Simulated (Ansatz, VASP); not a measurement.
# One calculation of LiBe4, two programs

File INCAR:

```
SYSTEM = LiBe4
ALGO     = Fast           ! electronic algorithm
EDIFF    = 1E-6           ! SCF threshold, eV
EDIFFG   = -0.08          ! ionic threshold
ENCUT    = 600            ! plane-wave cutoff, eV
GGA      = PE             ! functional
IBRION   = 2              ! ionic algorithm
ISIF     = 3              ! what is computed and relaxed
ISMEAR   = 0              ! smearing method
LASPH    = .TRUE.         ! aspherical terms in the spheres
LCHARG   = .FALSE.        ! write CHGCAR
LREAL    = .FALSE.        ! projectors in reciprocal space
LWAVE    = .FALSE.        ! write WAVECAR
NELM     = 60             ! most SCF steps
NSW      = 36             ! ionic steps
PREC     = Accurate       ! precision mode
SIGMA    = 0.2            ! smearing width, eV
```

Contents of KPOINTS:

```
k-points
0
G
  4 4 4
  0 0 0
```

POSCAR

```
LiBe4
1.0
    4.5686595100      0.0000000000      0.0000000000
   -2.2843297600      3.9565752000      0.0000000000
    0.0000000000      0.0000000000      4.5144005700
Li Be
2 8
Direct
    0.3333333300      0.6666666700      0.3841832600
    0.6666666700      0.3333333300      0.6158167400
    0.2896376500      0.0000000000      0.5000000000
    0.0000000000      0.2896376500      0.5000000000
    0.7103623500      0.7103623500      0.5000000000
    0.7103623500      0.0000000000      0.5000000000
    0.0000000000      0.7103623500      0.5000000000
    0.2896376500      0.2896376500      0.5000000000
    0.0000000000      0.0000000000      0.0000000000
    0.0000000000      0.0000000000      0.5000000000
```

Input for Ansatz:

```yaml
crystal:
  lattice:
    - [4.56865951, 0.0, 0.0]
    - [-2.28432976, 3.9565752, 0.0]
    - [0.0, 0.0, 4.51440057]
  atoms:
    - { symbol: Li, position: [0.33333333, 0.66666667, 0.38418326] }
    - { symbol: Li, position: [0.66666667, 0.33333333, 0.61581674] }
    - { symbol: Be, position: [0.28963765, 0.0, 0.5] }
    - { symbol: Be, position: [0.0, 0.28963765, 0.5] }
    - { symbol: Be, position: [0.71036235, 0.71036235, 0.5] }
    - { symbol: Be, position: [0.71036235, 0.0, 0.5] }
    - { symbol: Be, position: [0.0, 0.71036235, 0.5] }
    - { symbol: Be, position: [0.28963765, 0.28963765, 0.5] }
    - { symbol: Be, position: [0.0, 0.0, 0.0] }
    - { symbol: Be, position: [0.0, 0.0, 0.5] }
basis:
  ecutwfc: 420
kpoints:
  mp_grid: { grid: [4, 4, 4] }
hamiltonian:
  xc: pbe
scf:
  occupations: { method: gaussian, width: 0.2 }
  lower_state_search: "off"
output:
  forces: true
  stress: true
  eigenvalues: true
relax:
  adjacent_minimum: "off"
  f_tol: 0.08
  max_steps: 16
  cell: { stress_tol: 0.8 }
```

Alike in both runs: task relaxation of cell and atoms; functional PBE; k mesh 4 × 4 × 4; occupations gaussian, width 0.2 eV; no spin polarisation.

```csv
,VASP,Ansatz
version,VASP 6.6.1,Ansatz 0.2.0
potentials or method,"VASP PAW PBE potentials, release 64 (Li_sv, Be), cutoff 600 eV","scalar-relativistic, plane waves, PAW"
valence electrons in the cell,22,22
```

|  | VASP | Ansatz | Ansatz less VASP |
| --- | --- | --- | --- |
| gap on the k mesh at the Fermi level, each at its own relaxed structure (eV) | none | none | - |
| relaxed volume (Å³/atom) | 12.27 | 12.55 | +0.278 |
| relaxed cell length with the largest relative difference (Å) | 6.195 | 6.244 | +0.0499 |

A gap of «none» marks a metal or a gap that the smearing closes.

The k mesh is coarse, so the values compare programs but aren't converged. Noted on VASP's run: the cutoff is short for stress, so the pressure is rough; the volume moved by over 15 % at a fixed basis, so the end points are rough.
